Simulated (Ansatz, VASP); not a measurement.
**Zr3MoS in VASP and in Ansatz**

```
CELL_PARAMETERS angstrom
3.52443 0.00000 0.00000
0.00000 3.52443 0.00000
0.00000 0.00000 8.09809
ATOMIC_POSITIONS crystal
Zr 0.00000 0.00000 0.68679
Zr 0.00000 0.00000 0.31321
Zr 0.50000 0.50000 0.00000
Mo 0.50000 0.50000 0.50000
S 0.00000 0.00000 0.00000
```

Alike in both runs: functional PBE; k mesh 4 × 4 × 4; occupations gaussian, width 0.1 eV; collinear spin.

Ansatz relaxed the structure, and its values are those at the end. VASP's run is a single point on that final structure, the one shown.

|  | VASP | Ansatz |
| --- | --- | --- |
| version | VASP 6.6.1 | Ansatz 0.2.0 |
| potentials or method | VASP PAW PBE potentials, release 64 (Zr_sv, Mo_sv, S), cutoff 520 eV | scalar-relativistic, plane waves, PAW |
| valence electrons in the cell | 56 | 56 |

Ansatz gave:

* gap on the k mesh at the Fermi level (eV): none
* pressure (GPa): 0.0
* net moment per atom (μB): 0.00

Q: Which values does VASP return?

A: gap on the k mesh at the Fermi level (eV): none; pressure (GPa): 0.1; net moment per atom (μB): 0.00.

A gap of «none» marks a metal or a gap that the smearing closes. Ansatz's warnings: seeded moment not kept.

The k mesh is coarse, so the values compare programs but aren't converged.
